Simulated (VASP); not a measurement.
Write the native input for VASP 6.6.1 that does the following.

| Item | Value |
| --- | --- |
| Task | single point |
| Functional | PBE |
| Potentials or basis | VASP PAW PBE potentials, release 64 (Tl_d, W_sv) |
| Cutoff | 520 eV |
| k mesh | 8 × 8 × 8 |
| Occupations | gaussian, width 0.1 eV |
| Spin | no spin polarisation |
| Dipole correction | no |
| Further INCAR settings | ALGO = Fast; EDIFF = 1e-06; NBANDS = 50 |

The structure of TlW2 lies in POSCAR:

```
TlW2
1.0
    0.0000000000      3.8613144290      3.8613144290
    3.8613144290      0.0000000000      3.8613144290
    3.8613144290      3.8613144290      0.0000000000
Tl W
2 4
Direct
    0.0000000000      0.0000000000      0.0000000000
    0.2500000000      0.2500000000      0.2500000000
    0.6250000000      0.6250000000      0.6250000000
    0.1250000000      0.6250000000      0.6250000000
    0.6250000000      0.6250000000      0.1250000000
    0.6250000000      0.1250000000      0.6250000000
```

The cell was generated, and may not be a known phase.

The input as run:

INCAR

```
SYSTEM = TlW2
ALGO = Fast
EDIFF = 1E-6
ENCUT = 520
GGA = PE
ISIF = 2
ISMEAR = 0
LASPH = .True.
LCHARG = .False.
LREAL = .False.
LWAVE = .False.
NBANDS = 50
NELM = 60
PREC = Accurate
SIGMA = 0.1
```

KPOINTS

```
k-points
0
Gamma
  8 8 8
  0 0 0
```

Potentials or basis: VASP PAW PBE potentials, release 64 (Tl_d, W_sv).

The run is started by

```console
$ cat potpaw_PBE.64/Tl_d/POTCAR potpaw_PBE.64/W_sv/POTCAR > POTCAR
$ mpirun -np 1 vasp_std > vasp.out
```

It gave:

The pressure is 0.2 GPa and the band gap on the k mesh is zero (bands 41 and 42 overlap by 2.29 eV).

Caveat: spin-orbit coupling is left out, which moves the levels of the heavy elements.

Wall time 4.3 min on 1 thread of Intel(R) Xeon(R) Platinum 8559C (Emerald Rapids), on a shared host, peak memory 0.32 GiB.
